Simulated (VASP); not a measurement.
# TiIn2H6: relaxation of cell and atoms with PBE

TiIn2H6:

```
Ti In H
1.0
     0.00000    3.58855    3.58855
     3.58855    0.00000    3.58855
     3.58855    3.58855    0.00000
Ti In H
1 2 6
Direct
  0.00000 0.00000 0.00000
  0.25000 0.25000 0.25000
  0.75000 0.75000 0.75000
  0.74631 0.25369 0.25369
  0.25369 0.74631 0.25369
  0.25369 0.25369 0.74631
  0.25369 0.74631 0.74631
  0.74631 0.25369 0.74631
  0.74631 0.74631 0.25369
```

```
Program                : VASP 6.6.1
Task                   : relaxation of cell and atoms
Functional             : PBE
Potentials or basis    : VASP PAW PBE potentials, release 64 (Ti_sv, In_d, H)
Cutoff                 : 600 eV
k mesh                 : 10 × 10 × 10
Occupations            : gaussian, width 0.1 eV
Spin                   : no spin polarisation
Dipole correction      : no
Further INCAR settings : ALGO = Normal; EDIFF = 1e-06; IBRION = 2; EDIFFG = -0.01; NSW = 100; ISIF = 3
```

```yaml
Relaxed_volume: 10.28 Å³/atom
Relaxed_cell: a = 5.076 Å, b = 5.076 Å, c = 5.076 Å, α = 60.00°, β = 60.00°, γ = 60.00°
Space_group_after_relaxing_to_0.1_Å: Fm-3m (No. 225)
Energy_gained_by_relaxing: 0.0 meV/atom
Ionic_steps: 3
Pressure_after_relaxing: 0.1 GPa
Band_gap_on_the_k_mesh: zero (bands 22 and 23 overlap by 1.97 eV)
```

Forces on the atoms (eV/Å):
```
Ti   0.000  0.000  0.000
In   0.000  0.000  0.000
In   0.000  0.000  0.000
H    0.003  0.000  0.000
H    0.000  0.003  0.000
H    0.000  0.000  0.003
H   -0.003  0.000  0.000
H    0.000 -0.003  0.000
H    0.000  0.000 -0.003
```

The path:
| step | energy change (eV) | largest force (eV/Å) | pressure (GPa) | volume (Å³) |
| --- | --- | --- | --- | --- |
| 1 | 0.0000 | 0.0229 | 0.03 | 92.42 |
| 2 | -0.0001 | 0.0140 | 0.06 | 92.45 |
| 3 | -0.0002 | 0.0026 | 0.11 | 92.49 |

Final structure:
```cif
data_structure
_symmetry_space_group_name_H-M 'P 1'
_symmetry_Int_Tables_number 1
_cell_length_a 5.0761
_cell_length_b 5.0761
_cell_length_c 5.0761
_cell_angle_alpha 60.000
_cell_angle_beta 60.000
_cell_angle_gamma 60.000
_cell_volume 92.49
loop_
_atom_site_label
_atom_site_type_symbol
_atom_site_fract_x
_atom_site_fract_y
_atom_site_fract_z
_atom_site_occupancy
Ti1 Ti 0.00000 0.00000 0.00000 1
In1 In 0.25000 0.25000 0.25000 1
In2 In 0.75000 0.75000 0.75000 1
H1 H 0.74675 0.25325 0.25325 1
H2 H 0.25325 0.74675 0.25325 1
H3 H 0.25325 0.25325 0.74675 1
H4 H 0.25325 0.74675 0.74675 1
H5 H 0.74675 0.25325 0.74675 1
H6 H 0.74675 0.74675 0.25325 1
```

Levels at points of the mesh, in eV from the Fermi level:
| k point | band 19 | band 20 | band 21 | band 22 | band 23 | band 24 | band 25 | band 26 |
| --- | --- | --- | --- | --- | --- | --- | --- | --- |
| (0.00, 0.00, 0.00) | -2.14 | -2.14 | -1.21 | -1.21 | -1.21 | -1.15 | 3.08 | 3.58 |
| (0.50, 0.00, 0.00) | -2.31 | -2.31 | -1.54 | -0.64 | 0.13 | 0.13 | 2.70 | 3.61 |
| (0.50, 0.50, 0.00) | -4.01 | -3.77 | -2.73 | 0.76 | 0.76 | 2.21 | 2.59 | 2.72 |

Wall time 5.8 min on 1 thread of Intel(R) Xeon(R) Platinum 8375C CPU @ 2.90GHz (Ice Lake), on a shared host, peak memory 0.36 GiB.

Caveat: spin-orbit coupling is left out, which moves the levels of the heavy elements.
